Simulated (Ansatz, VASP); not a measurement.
**Sn in VASP and in Ansatz**

```
Sn
1.0
     0.00000    3.34888    3.34888
     3.34888    0.00000    3.34888
     3.34888    3.34888    0.00000
Sn
2
Direct
  0.00000 0.00000 0.00000
  0.25000 0.25000 0.25000
```

Alike in both runs: task single point; functional r2SCAN; k mesh 6 × 6 × 6; occupations fermi-dirac, width 0.02 eV; no spin polarisation.

```csv
,VASP,Ansatz
version,VASP 6.6.1,Ansatz 0.2.0
potentials or method,"VASP PAW PBE potentials, release 64 (Sn_d)","plane waves, PAW"
plane-wave cutoff (eV),520,500
valence electrons in the cell,28,28
```

|  | VASP | Ansatz | Ansatz less VASP |
| --- | --- | --- | --- |
| pressure (GPa) | -2.2 | -2.1 | +0.04 |

VASP's potentials were made for PBE, not for r2SCAN. With one functional, cell and mesh, what is left measures potentials, basis and numerics.
